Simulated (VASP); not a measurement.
# Cd (I4/mmm) in VASP: further runs

Cd is run at these levels: PBE; tasks: single point.

Everything below comes from runs of VASP 6.6.1. Logs are shortened: lines on timing, memory, paths and dates and some standing lists are left out, and cuts for length are marked.

## 1. The cell of the first run

The structure is tetragonal, space group I4/mmm (No. 139). The conventional cell has a = 3.188 Å, b = 3.188 Å, c = 4.629 Å, α = 90.00°, β = 90.00°, γ = 90.00°. Within 4.2 Å of Cd (site symmetry 4/mmm) lie 12 Cd at 3.19 to 3.23 Å.

## 2. Single point, PBE (normal strain along x +0.0000, normal strain along y +0.0267)

INCAR

```
SYSTEM = Cd
  ALGO = Normal
  EDIFF = 1E-7
  ENCUT = 520
  GGA = PE
  ISIF = 2
  ISMEAR = 0
  LASPH = .TRUE.
  LCHARG = .FALSE.
  LREAL = .FALSE.
  LWAVE = .FALSE.
  NBANDS = 12
  NELM = 60
  PREC = Accurate
  SIGMA = 0.15
```

KPOINTS

```
k-points
0
G
  18 18 18
  0 0 0
```

POSCAR

```
Cd
1.0
    0.0000000000      2.3143393943      2.2541534960
    2.2541534960      0.0000000000      2.2541534960
    2.2541534960      2.3143393943      0.0000000000
Cd
1
Direct
    0.0000000000      0.0000000000      0.0000000000
```

Potentials or basis: VASP PAW PBE potentials, release 64 (Cd).

Run with:

```
cat potpaw_PBE.64/Cd/POTCAR > POTCAR
mpirun -np 1 vasp_std > vasp.out
```

OUTCAR:

```text
SYSTEM = Cd
   EDIFF = 1E-7
   ENCUT = 520
   GGA = PE
   ISIF = 2
   ISMEAR = 0
   LASPH = .TRUE.
   LREAL = .FALSE.
   NELM = 60
   PREC = Accurate

 ion  position               nearest neighbor table
   1  0.000  0.000  0.000-

  LATTYP: Found a body centered tetragonal cell.
 ALAT       =     3.1878544457
 C/A-ratio  =     1.4519730645

  Lattice vectors:

 A1 = (   0.0000000000,  -2.3143393943,   2.2541534960)
 A2 = (   0.0000000000,  -2.3143393943,  -2.2541534960)
 A3 = (   2.2541534960,   2.3143393943,   0.0000000000)

Analysis of symmetry for initial positions (statically):
=====================================================================
 Subroutine PRICEL returns:
 Original cell was already a primitive cell.

 Routine SETGRP: Setting up the symmetry group for a
 body centered tetragonal supercell.

 Subroutine GETGRP returns: Found 16 space group operations
 (whereof 16 operations were pure point group operations)
 out of a pool of 16 trial point group operations.

The static configuration has the point symmetry D_4h.

Analysis of symmetry for dynamics (positions and initial velocities):
=====================================================================
 Subroutine PRICEL returns:
 Original cell was already a primitive cell.

 Routine SETGRP: Setting up the symmetry group for a
 body centered tetragonal supercell.

 Subroutine GETGRP returns: Found 16 space group operations
 (whereof 16 operations were pure point group operations)
 out of a pool of 16 trial point group operations.

The dynamic configuration has the point symmetry D_4h.

 Subroutine INISYM returns: Found 16 space group operations
 (whereof 16 operations are pure point group operations),
 and found     1 'primitive' translations

----------------------------------------------------------------------------------------

                                     Primitive cell

  volume of cell :      23.5193

  direct lattice vectors                    reciprocal lattice vectors
     0.000000000  2.314339394  2.254153496    -0.221812756  0.216044372  0.221812756
     2.254153496  0.000000000  2.254153496     0.221812756 -0.216044372  0.221812756
     2.254153496  2.314339394  0.000000000     0.221812756  0.216044372 -0.221812756

  length of vectors
     3.230692622  3.187854446  3.230692622     0.380889706  0.380889706  0.380889706

  position of ions in fractional coordinates (direct lattice)
     0.000000000  0.000000000  0.000000000

  ion indices of the primitive-cell ions
   primitive index   ion index
                 1           1

----------------------------------------------------------------------------------------

 KPOINTS: k-points

Automatic generation of k-mesh.
 Grid dimensions read from file:
 generate k-points for:   18   18   18

 Generating k-lattice:

  Cartesian coordinates                     Fractional coordinates (reciprocal lattice)
    -0.012322931  0.012002465  0.012322931     0.055555556  0.000000000  0.000000000
     0.012322931 -0.012002465  0.012322931     0.000000000  0.055555556  0.000000000
     0.012322931  0.012002465 -0.012322931     0.000000000  0.000000000  0.055555556

  Length of vectors
     0.021160539  0.021160539  0.021160539

  Shift w.r.t. Gamma in fractional coordinates (k-lattice)
     0.000000000  0.000000000  0.000000000

 Subroutine IBZKPT returns following result:
 ===========================================

 Found    480 irreducible k-points:

 Following reciprocal coordinates:
            Coordinates               Weight
  0.000000  0.000000  0.000000      1.000000
  0.055556  0.000000  0.000000      8.000000
  0.111111  0.000000  0.000000      8.000000
  0.166667  0.000000  0.000000      8.000000
  0.222222  0.000000 -0.000000      8.000000
  0.277778  0.000000  0.000000      8.000000
[... 16 lines left out ...]
 -0.277778  0.055556 -0.000000     16.000000
 -0.222222  0.055556  0.000000     16.000000
 [... further k-points ...]
   k-points           NKPTS =    480   k-points in BZ     NKDIM =    480   number of bands    NBANDS=     12
   number of dos      NEDOS =    301   number of ions     NIONS =      1
   total plane-waves  NPLWV =  13824
   dimension x,y,z NGX =    24 NGY =   24 NGZ =   24
   dimension x,y,z NGXF=    48 NGYF=   48 NGZF=   48
   ions per type =               1
   NGX,Y,Z   is equivalent  to a cutoff of  12.35, 12.52, 12.35 a.u.
   NGXF,Y,Z  is equivalent  to a cutoff of  24.70, 25.03, 24.70 a.u.
 SYSTEM =  Cd
   PREC   = accura    normal or accurate (medium, high low for compatibility)
   ISTART =      0    job   : 0-new  1-cont  2-samecut
   ICHARG =      2    charge: 1-file 2-atom 10-const
   ISPIN  =      1    spin polarized calculation?
   LNONCOLLINEAR =      F non collinear calculations
   LSORBIT =      F    spin-orbit coupling
   LASPH  =      T    aspherical Exc in radial PAW
   ENCUT  =  520.0 eV  38.22 Ry    6.18 a.u.   6.01  5.93  6.01*2*pi/ulx,y,z
   NELM   =     60;   NELMIN=  2; NELMDL= -5     # of ELM steps
   EDIFF  = 0.1E-06   stopping-criterion for ELM
   LREAL  =      F    real-space projection
   EDIFFG = 0.1E-05   stopping-criterion for IOM
   NSW    =      0    number of steps for IOM
   IBRION =     -1    ionic relax: 0-MD 1-quasi-New 2-CG
   NFREE  =      0    steps in history (QN), initial steepest desc. (CG)
   ISIF   =      2    stress and relaxation
   ISYM   =      2    0-nonsym 1-usesym 2-fastsym
   POTIM  = 0.5000    time-step for ionic-motion
   TEBEG  =    0.0;   TEEND  =   0.0 temperature during run
   PSTRESS=    0.0 pullay stress
   NELECT =      12.0000    total number of electrons
   NUPDOWN=      -1.0000    fix difference up-down
   EMIN   =  10.00;   EMAX   =-10.00  energy-range for DOS
   EFERMI =   0.00;   METHOD = LEGACY
   ISMEAR =     0;   SIGMA  =   0.15  broadening in eV -4-tet -1-fermi 0-gaus
   EFERMI_NEDOS =   21; number of points for ismear=-14 and -15
   IALGO  =     38    algorithm
   IMIX   =      4    mixing-type and parameters
     AMIX     =   0.40;   BMIX     =  1.00
     AMIX_MAG =   1.60;   BMIX_MAG =  1.00
  volume/ion in A,a.u.               =      23.52       158.72
  Fermi-wavevector in a.u.,A,eV,Ry     =   1.308159  2.472062 23.283382  1.711280
  Thomas-Fermi vector in A             =   2.438845
   LORBIT       =      0    0 simple, 1 ext, 2 COOP (PROOUT), +10 PAW based schemes
   GGA     = PE    functional components
   LHFCALC =     F    Hartree Fock is set to
   AEXX    =    0.0000 exact exchange contribution
   IVDW    =     0    specifies the selected vdW correction
   LEPSILON=     F    determine dielectric tensor
   LRPA    =     F    only Hartree local field effects (RPA)
 non-spin polarized calculation
 Gauss-broadening in eV      SIGMA  =   0.15
  energy-cutoff  :      520.00
  volume of cell :       23.52
 maximum number of plane-waves:       648
   NGX = 13   NGY = 11   NGZ = 13

 number of electron      11.9999997 magnetization

 Free energy of the ion-electron system (eV)
  ---------------------------------------------------
  ext. energy  EPLUGINS =         0.00000000
  ---------------------------------------------------
  free energy    TOTEN  =        -0.73935668 eV

  energy without entropy =       -0.73486703  energy(sigma->0) =       -0.73711186

 E-fermi :   2.2662     XC(G=0): -10.5970

 val. band max:        2.2586118991   @ k =  -0.3889   0.4444   0.1111
 cond. band min:       2.2948043381   @ k =   0.5000   0.1111   0.0556
 fundamental gap:      0.0361924390
 Fermi energy:         2.2662187205

 k-point     1 :       0.0000    0.0000    0.0000
  band No.  band energies     occupation
      1      -6.6828      2.00000
      2      -6.6065      2.00000
      3      -6.6065      2.00000
      4      -6.2828      2.00000
      5      -6.2149      2.00000
      6      -5.9320      2.00000
      7      15.9523      0.00000
      8      16.5187      0.00000
      9      16.5187      0.00000
     10      16.5674      0.00000
     11      19.7842      0.00000
     12      19.7842      0.00000

 k-point     2 :       0.0556    0.0000    0.0000
  band No.  band energies     occupation
      1      -6.6771      2.00000
      2      -6.6070      2.00000
      3      -6.5955      2.00000
      4      -6.2845      2.00000
      5      -6.2185      2.00000
      6      -5.8565      2.00000
      7      15.2581      0.00000
      8      16.1037      0.00000
      9      16.3963      0.00000
     10      16.4061      0.00000
     11      20.0071      0.00000
     12      20.0616      0.00000

 k-point     3 :       0.1111    0.0000    0.0000
  band No.  band energies     occupation
      1      -6.6791      2.00000
      2      -6.6010      2.00000
      3      -6.5664      2.00000
      4      -6.2850      2.00000
      5      -6.2257      2.00000
      6      -5.6220      2.00000
      7      13.3201      0.00000
      8      15.9929      0.00000
      9      16.1037      0.00000
     10      16.1310      0.00000
     11      20.2477      0.00000
     12      20.5901      0.00000

 k-point     4 :       0.1667    0.0000    0.0000
  band No.  band energies     occupation
      1      -6.7174      2.00000
      2      -6.5811      2.00000
      3      -6.5329      2.00000
      4      -6.2705      2.00000
      5      -6.2248      2.00000
      6      -5.2192      2.00000
      7      11.2577      0.00000
      8      15.5875      0.00000
      9      15.7547      0.00000
     10      16.0656      0.00000
     11      19.8214      0.00000
     12      20.7628      0.00000

 k-point     5 :       0.2222    0.0000   -0.0000
  band No.  band energies     occupation
      1      -6.7806      2.00000
      2      -6.5730      2.00000
      3      -6.5156      2.00000
      4      -6.2246      2.00000
      5      -6.1981      2.00000
      6      -4.6483      2.00000
      7       9.2309      0.00000
      8      15.1460      0.00000
      9      15.4133      0.00000
     10      15.9556      0.00000
     11      19.3451      0.00000
     12      20.1909      0.00000
[... 228 lines left out ...]
      1      -6.9721      2.00000
      2      -6.6327      2.00000
      3      -6.5777      2.00000
      4      -6.0053      2.00000
      5      -5.9815      2.00000
      6      -1.5286      2.00000
      7       3.2373      0.00000
      8      13.2952      0.00000
      9      14.2530      0.00000
     10      15.2595      0.00000
     11      17.9461      0.00000
     12      18.8592      0.00000

 k-point    22 :      -0.3333    0.0556    0.0000
  band No.  band energies     occupation
      1      -6.9230      2.00000
      2      -6.6101      2.00000
      3      -6.5537      2.00000
      4      -6.0809      2.00000
      5      -6.0355      2.00000
      6      -2.6208      2.00000
      7       4.9278      0.00000
      8      13.2797      0.00000
      9      14.7483      0.00000
     10      15.6462      0.00000
     11      18.0136      0.00000
     12      18.8971      0.00000

 k-point    23 :      -0.2778    0.0556   -0.0000
  band No.  band energies     occupation
      1      -6.8601      2.00000
      2      -6.5836      2.00000
      3      -6.5282      2.00000
      4      -6.1702      2.00000
      5      -6.1012      2.00000
      6      -3.5632      2.00000
      7       6.7376      0.00000
      8      13.3775      0.00000
      9      15.3242      0.00000
     10      16.0835      0.00000
     11      18.1983      0.00000
     12      18.9952      0.00000

 k-point    24 :      -0.2222    0.0556    0.0000
  band No.  band energies     occupation
      1      -6.7925      2.00000
      2      -6.5630      2.00000
      3      -6.5135      2.00000
      4      -6.2503      2.00000
      5      -6.1637      2.00000
      6      -4.3493      2.00000
      7       8.6528      0.00000
      8      13.5815      0.00000
      9      15.9103      0.00000
     10      16.4772      0.00000
     11      18.4572      0.00000
     12      19.2935      0.00000

 [... further k-points ...]
[... 5 lines left out ...]
  --------------------------------------------------------------------------------------
  -------------------------------------------------------------------------------------
  Total       -0.0988671     -0.2042819     -0.0988671      0.0000000      0.0000000      0.0000000
  in kB       -6.7350152    -13.9160645     -6.7350152      0.0000000      0.0000000      0.0000000
  external PRESSURE =      -9.1286983 kB  Pullay stress =       0.0000000 kB

 VOLUME and BASIS-vectors are now :
 -----------------------------------------------------------------------------
  energy-cutoff  :      520.00
  volume of cell :       23.52
      direct lattice vectors                 reciprocal lattice vectors
     0.000000000  2.314339394  2.254153496    -0.221812756  0.216044372  0.221812756
     2.254153496  0.000000000  2.254153496     0.221812756 -0.216044372  0.221812756
     2.254153496  2.314339394  0.000000000     0.221812756  0.216044372 -0.221812756

 POSITION                                       TOTAL-FORCE (eV/Angst)
 -----------------------------------------------------------------------------------
      0.00000      0.00000      0.00000         0.000000     -0.000000      0.000000
 -----------------------------------------------------------------------------------
    total drift:                                0.000000     -0.000000     -0.000000

  FREE ENERGIE OF THE ION-ELECTRON SYSTEM (eV)
  ---------------------------------------------------
  free  energy   TOTEN  =        -0.7393566813 eV

  energy  without entropy=       -0.7348670323  energy(sigma->0) =       -0.73711186
```

Run time: 54 s. Hardware: 1 thread of AMD EPYC 9R45 (Zen 5), shared host; peak memory 0.21 GiB.

What came out:

* Free energy: -0.7394 eV
* Pressure: -0.9 GPa
* Band gap on the k mesh: zero (bands 6 and 7 overlap by 3.12 eV)

Stress tensor (GPa, compression positive):
```
-0.67  0.00  0.00
 0.00 -1.39  0.00
 0.00  0.00 -0.67
```

Caveat: the cell differs from its parent crystal (normal strain along x +0.0000, normal strain along y +0.0267).

## 3. Single point, PBE (normal strain along x +0.0000, normal strain along y +0.0400)

INCAR

```
  PREC = Accurate
  ENCUT = 520
  EDIFF = 1E-6
  ISMEAR = 0
  SIGMA = 0.15
  LREAL = False
  LASPH = True
  NELM = 100
  ALGO = Normal
  ISIF = 2
  LWAVE = False
  LCHARG = False
  GGA = PE
  NBANDS = 12
```

KPOINTS

```
Automatic mesh
0
Gamma
  18 18 18
```

POSCAR

```
Cd
1.0
    0.0000000000      2.3443196358      2.2541534960
    2.2541534960      0.0000000000      2.2541534960
    2.2541534960      2.3443196358      0.0000000000
Cd
1
Direct
    0.0000000000      0.0000000000      0.0000000000
```

Potentials or basis: VASP PAW PBE potentials, release 64 (Cd).

Run with:

```
cat potpaw_PBE.64/Cd/POTCAR > POTCAR
mpirun -np 1 vasp_std > vasp.out
```

It took 51 s on 1 thread of AMD EPYC 9R45 (Zen 5), shared host; peak memory 0.21 GiB.

Results (log left out):

```yaml
Free_energy: -0.7361 eV
Pressure: -1.3 GPa
Band_gap_on_the_k_mesh: zero (bands 6 and 7 overlap by 3.07 eV)
```

Stress tensor (GPa, compression positive):
```
-0.98  0.00  0.00
 0.00 -2.05  0.00
 0.00  0.00 -0.98
```

Levels at points of the mesh, in eV from the Fermi level:
```
           k point  band 3  band 4  band 5  band 6  band 7  band 8  band 9  band 10
(0.00, 0.00, 0.00)   -8.84   -8.55   -8.45   -8.12   13.64   14.12   14.12    14.19
(0.50, 0.00, 0.00)   -8.83   -8.21   -8.17   -1.93   -1.40   11.24   12.24    12.94
(0.50, 0.50, 0.00)   -8.21   -8.15   -8.07   -0.38    1.38    6.27    6.43    10.22
(0.50, 0.00, 0.50)   -8.21   -8.12   -8.12   -0.84    0.61    6.94    6.94    10.87
```

Caveat: the cell differs from its parent crystal (normal strain along x +0.0000, normal strain along y +0.0400).

The gap in the log of VASP goes by the Fermi energy; the results here count the filled bands.